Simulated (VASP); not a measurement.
# Sb (I4/mmm) in VASP: settings compared

The runs below take Sb through single point, relaxation of cell and atoms, with PBE, LDA, PBEsol.

Program: VASP 6.6.1. These are calculated values, not measurements. Logs are shortened: lines on timing, memory, paths and dates and some standing lists are left out, and cuts for length are marked.

**1. The cell of the first run**

It takes space group I4/mmm (No. 139, tetragonal). The conventional cell has a = 3.227 Å, b = 3.227 Å, c = 5.304 Å, α = 90.00°, β = 90.00°, γ = 90.00°. Within 4.2 Å of Sb (site symmetry 4/mmm) lie 12 Sb at 3.23 to 3.50 Å.

**2. Single point, PBE (volume scaled by 0.92)**

Input file INCAR:

```
SYSTEM = Sb
PREC = Accurate
ENCUT = 520
EDIFF = 1E-6
ISMEAR = 0
SIGMA = 0.05
LREAL = .False.
LASPH = .True.
NELM = 80
ALGO = Normal
ISIF = 2
LWAVE = .False.
LCHARG = .True.
GGA = PE
LELF = .True.
LVHAR = .True.
NBANDS = 8
```

Input file KPOINTS:

```
Automatic mesh
0
Gamma
  12 12 12
  0 0 0
```

Input file POSCAR:

```
Sb
1.0
    3.4977557956     -0.0783392566      0.0000000002
    0.5995736408      3.4468745400      0.0000000001
   -2.0486647183     -1.6842676417      2.2818080612
Sb
1
Direct
    0.0000000000      0.0000000000      0.0000000000
```

Potentials or basis: VASP PAW PBE potentials, release 64 (Sb).

On the command line:

```
$ cat potpaw_PBE.64/Sb/POTCAR > POTCAR
$ mpirun -np 1 vasp_std > vasp.out
```

OUTCAR:

```text
SYSTEM = Sb
   PREC = Accurate
   ENCUT = 520
   EDIFF = 1E-6
   ISMEAR = 0
   LREAL = .False.
   LASPH = .True.
   NELM = 80
   ISIF = 2
   GGA = PE

 ion  position               nearest neighbor table
   1  0.000  0.000  0.000-

  LATTYP: Found a body centered tetragonal cell.
 ALAT       =     3.2269639071
 C/A-ratio  =     1.6437297687

  Lattice vectors:

 A1 = (   3.4977557956,  -0.0783392566,   0.0000000002)
 A2 = (   0.5995736408,   3.4468745400,   0.0000000001)
 A3 = (  -2.0486647183,  -1.6842676417,   2.2818080612)

Analysis of symmetry for initial positions (statically):
=====================================================================
 Subroutine PRICEL returns:
 Original cell was already a primitive cell.

 Routine SETGRP: Setting up the symmetry group for a
 body centered tetragonal supercell.

 Subroutine GETGRP returns: Found 16 space group operations
 (whereof 16 operations were pure point group operations)
 out of a pool of 16 trial point group operations.

The static configuration has the point symmetry D_4h.

Analysis of symmetry for dynamics (positions and initial velocities):
=====================================================================
 Subroutine PRICEL returns:
 Original cell was already a primitive cell.

 Routine SETGRP: Setting up the symmetry group for a
 body centered tetragonal supercell.

 Subroutine GETGRP returns: Found 16 space group operations
 (whereof 16 operations were pure point group operations)
 out of a pool of 16 trial point group operations.

The dynamic configuration has the point symmetry D_4h.

 Subroutine INISYM returns: Found 16 space group operations
 (whereof 16 operations are pure point group operations),
 and found     1 'primitive' translations

----------------------------------------------------------------------------------------

                                     Primitive cell

  volume of cell :      27.6174

  direct lattice vectors                    reciprocal lattice vectors
     3.497755796 -0.078339257  0.000000000     0.284788100 -0.049538048  0.219124478
     0.599573641  3.446874540  0.000000000     0.006472556  0.288992017  0.219124478
    -2.048664718 -1.684267642  2.281808061    -0.000000000 -0.000000000  0.438248956

  length of vectors
     3.498632968  3.498632968  3.498632968     0.362731053  0.362731053  0.438248956

  position of ions in fractional coordinates (direct lattice)
     0.000000000  0.000000000  0.000000000

  ion indices of the primitive-cell ions
   primitive index   ion index
                 1           1

----------------------------------------------------------------------------------------

 KPOINTS: Automatic mesh

Automatic generation of k-mesh.
 Grid dimensions read from file:
 generate k-points for:   12   12   12

 Generating k-lattice:

  Cartesian coordinates                     Fractional coordinates (reciprocal lattice)
     0.023732342 -0.004128171  0.018260373     0.083333333  0.000000000  0.000000000
     0.000539380  0.024082668  0.018260373     0.000000000  0.083333333  0.000000000
    -0.000000000 -0.000000000  0.036520746    -0.000000000 -0.000000000  0.083333333

  Length of vectors
     0.030227588  0.030227588  0.036520746

  Shift w.r.t. Gamma in fractional coordinates (k-lattice)
     0.000000000  0.000000000  0.000000000

 Subroutine IBZKPT returns following result:
 ===========================================

 Found    163 irreducible k-points:

 Following reciprocal coordinates:
            Coordinates               Weight
  0.000000  0.000000  0.000000      1.000000
  0.083333 -0.000000  0.000000      8.000000
  0.166667 -0.000000 -0.000000      8.000000
  0.250000 -0.000000 -0.000000      8.000000
  0.333333 -0.000000 -0.000000      8.000000
  0.416667 -0.000000 -0.000000      8.000000
[... 16 lines left out ...]
  0.500000  0.166667  0.000000     16.000000
 -0.416667  0.166667  0.000000     16.000000
 [... further k-points ...]
   k-points           NKPTS =    163   k-points in BZ     NKDIM =    163   number of bands    NBANDS=      8
   number of dos      NEDOS =    301   number of ions     NIONS =      1
   total plane-waves  NPLWV =  21952
   dimension x,y,z NGX =    28 NGY =   28 NGZ =   28
   dimension x,y,z NGXF=    56 NGYF=   56 NGZF=   56
   ions per type =               1
   NGX,Y,Z   is equivalent  to a cutoff of  13.30, 13.30, 13.30 a.u.
   NGXF,Y,Z  is equivalent  to a cutoff of  26.61, 26.61, 26.61 a.u.
 SYSTEM =  Sb
   PREC   = accura    normal or accurate (medium, high low for compatibility)
   ISTART =      0    job   : 0-new  1-cont  2-samecut
   ICHARG =      2    charge: 1-file 2-atom 10-const
   ISPIN  =      1    spin polarized calculation?
   LNONCOLLINEAR =      F non collinear calculations
   LSORBIT =      F    spin-orbit coupling
   LASPH  =      T    aspherical Exc in radial PAW
   ENCUT  =  520.0 eV  38.22 Ry    6.18 a.u.   6.51  6.51  6.51*2*pi/ulx,y,z
   NELM   =     80;   NELMIN=  2; NELMDL= -5     # of ELM steps
   EDIFF  = 0.1E-05   stopping-criterion for ELM
   LREAL  =      F    real-space projection
   EDIFFG = 0.1E-04   stopping-criterion for IOM
   NSW    =      0    number of steps for IOM
   IBRION =     -1    ionic relax: 0-MD 1-quasi-New 2-CG
   NFREE  =      0    steps in history (QN), initial steepest desc. (CG)
   ISIF   =      2    stress and relaxation
   ISYM   =      2    0-nonsym 1-usesym 2-fastsym
   POTIM  = 0.5000    time-step for ionic-motion
   TEBEG  =    0.0;   TEEND  =   0.0 temperature during run
   PSTRESS=    0.0 pullay stress
   NELECT =       5.0000    total number of electrons
   NUPDOWN=      -1.0000    fix difference up-down
   EMIN   =  10.00;   EMAX   =-10.00  energy-range for DOS
   EFERMI =   0.00;   METHOD = LEGACY
   ISMEAR =     0;   SIGMA  =   0.05  broadening in eV -4-tet -1-fermi 0-gaus
   EFERMI_NEDOS =   21; number of points for ismear=-14 and -15
   IALGO  =     38    algorithm
   IMIX   =      4    mixing-type and parameters
     AMIX     =   0.40;   BMIX     =  1.00
     AMIX_MAG =   1.60;   BMIX_MAG =  1.00
  volume/ion in A,a.u.               =      27.62       186.37
  Fermi-wavevector in a.u.,A,eV,Ry     =   0.926127  1.750126 11.669872  0.857711
  Thomas-Fermi vector in A             =   2.052056
   LORBIT       =      0    0 simple, 1 ext, 2 COOP (PROOUT), +10 PAW based schemes
   GGA     = PE    functional components
   LHFCALC =     F    Hartree Fock is set to
   AEXX    =    0.0000 exact exchange contribution
   IVDW    =     0    specifies the selected vdW correction
   LEPSILON=     F    determine dielectric tensor
   LRPA    =     F    only Hartree local field effects (RPA)
 non-spin polarized calculation
 Gauss-broadening in eV      SIGMA  =   0.05
  energy-cutoff  :      520.00
  volume of cell :       27.62
 maximum number of plane-waves:       765
 NGX is ok and might be reduce to    28
   NGX = 13   NGY = 13   NGZ = 13

 number of electron       5.0000000 magnetization

 Free energy of the ion-electron system (eV)
  ---------------------------------------------------
  ext. energy  EPLUGINS =         0.00000000
  ---------------------------------------------------
  free energy    TOTEN  =        -3.84669550 eV

  energy without entropy =       -3.84611749  energy(sigma->0) =       -3.84640649

 E-fermi :   8.2378     XC(G=0): -10.1157

 val. band max:        8.1249224919   @ k =  -0.2500   0.0833   0.0000
 cond. band min:       8.2578135974   @ k =  -0.3333  -0.4167   0.0833
 fundamental gap:      0.1328911055
 Fermi energy:         8.2378359925

 k-point     1 :       0.0000    0.0000    0.0000
  band No.  band energies     occupation
      1      -4.5435      2.00000
      2      13.0053      0.00000
      3      13.4108      0.00000
      4      13.4108      0.00000
      5      17.5741      0.00000
      6      18.6103      0.00000
      7      18.6103      0.00000
      8      18.6808      0.00000

 k-point     2 :       0.0833   -0.0000    0.0000
  band No.  band energies     occupation
      1      -4.4083      2.00000
      2      12.1048      0.00000
      3      12.8292      0.00000
      4      13.3538      0.00000
      5      17.2832      0.00000
      6      17.9841      0.00000
      7      18.8445      0.00000
      8      19.0963      0.00000

 k-point     3 :       0.1667   -0.0000   -0.0000
  band No.  band energies     occupation
      1      -4.0049      2.00000
      2       9.8268      0.00000
      3      12.1519      0.00000
      4      13.2250      0.00000
      5      16.4313      0.00000
      6      17.7226      0.00000
      7      19.4425      0.00000
      8      19.6919      0.00000

 k-point     4 :       0.2500   -0.0000   -0.0000
  band No.  band energies     occupation
      1      -3.3436      2.00000
      2       7.4244      2.00000
      3      11.4414      0.00000
      4      13.0996      0.00000
      5      15.7217      0.00000
      6      17.4298      0.00000
      7      19.7790      0.00000
      8      20.7234      0.00000

 k-point     5 :       0.3333   -0.0000   -0.0000
  band No.  band energies     occupation
      1      -2.4563      2.00000
      2       5.2141      2.00000
      3      10.8555      0.00000
      4      13.0210      0.00000
      5      15.1950      0.00000
      6      17.3889      0.00000
      7      19.1963      0.00000
      8      19.7916      0.00000
[... 177 lines left out ...]
 k-point    22 :       0.4167    0.1667    0.0000
  band No.  band energies     occupation
      1      -0.5909      2.00000
      2       3.2751      2.00000
      3       9.0325      0.00000
      4      10.3747      0.00000
      5      14.8908      0.00000
      6      16.9294      0.00000
      7      20.1972      0.00000
      8      22.1611      0.00000

 k-point    23 :       0.5000    0.1667    0.0000
  band No.  band energies     occupation
      1      -0.6200      2.00000
      2       3.3069      2.00000
      3       9.2971      0.00000
      4      10.3919      0.00000
      5      14.6334      0.00000
      6      16.9263      0.00000
      7      20.0656      0.00000
      8      21.2152      0.00000

 k-point    24 :      -0.4167    0.1667    0.0000
  band No.  band energies     occupation
      1      -1.5073      2.00000
      2       4.7211      2.00000
      3       9.6446      0.00000
      4      10.6399      0.00000
      5      14.7390      0.00000
      6      17.0480      0.00000
      7      18.6902      0.00000
      8      21.3954      0.00000

 [... further k-points ...]
[... 5 lines left out ...]
  --------------------------------------------------------------------------------------
  -------------------------------------------------------------------------------------
  Total       -0.0238055     -0.0230303     -0.0214135     -0.0019666     -0.0000000     -0.0000000
  in kB       -1.3810382     -1.3360621     -1.2422674     -0.1140875     -0.0000000     -0.0000000
  external PRESSURE =      -1.3197892 kB  Pullay stress =       0.0000000 kB

 VOLUME and BASIS-vectors are now :
 -----------------------------------------------------------------------------
  energy-cutoff  :      520.00
  volume of cell :       27.62
      direct lattice vectors                 reciprocal lattice vectors
     3.497755796 -0.078339257  0.000000000     0.284788100 -0.049538048  0.219124478
     0.599573641  3.446874540  0.000000000     0.006472556  0.288992017  0.219124478
    -2.048664718 -1.684267642  2.281808061    -0.000000000 -0.000000000  0.438248956

 POSITION                                       TOTAL-FORCE (eV/Angst)
 -----------------------------------------------------------------------------------
      0.00000      0.00000      0.00000        -0.000000      0.000000     -0.000000
 -----------------------------------------------------------------------------------
    total drift:                                0.000000     -0.000000      0.000000

  FREE ENERGIE OF THE ION-ELECTRON SYSTEM (eV)
  ---------------------------------------------------
  free  energy   TOTEN  =        -3.8466954951 eV

  energy  without entropy=       -3.8461174935  energy(sigma->0) =       -3.84640649
```

It took 22 s on 1 thread of Intel Xeon 6975P-C, shared host; peak memory 0.18 GiB.

Results:

* Free energy: -3.8467 eV
* Pressure: -0.1 GPa

Levels at points of the mesh, in eV from the Fermi level:
| k point | band 1 | band 2 | band 3 | band 4 | band 5 | band 6 | band 7 | band 8 |
| --- | --- | --- | --- | --- | --- | --- | --- | --- |
| (0.00, 0.00, 0.00) | -12.78 | 4.77 | 5.17 | 5.17 | 9.34 | 10.37 | 10.37 | 10.44 |
| (0.50, 0.00, 0.00) | -9.13 | -5.68 | 2.11 | 4.75 | 6.53 | 9.63 | 10.13 | 10.22 |
| (0.50, 0.50, 0.00) | -6.95 | -4.43 | -0.74 | 0.46 | 3.56 | 4.34 | 16.15 | 16.55 |
| (0.50, 0.50, 0.50) | -8.87 | -5.43 | 1.63 | 1.63 | 5.51 | 5.52 | 17.79 | 18.04 |

Caveat: spin-orbit coupling is left out, which moves the levels of the heavy elements.

[end of part 1 of 2]
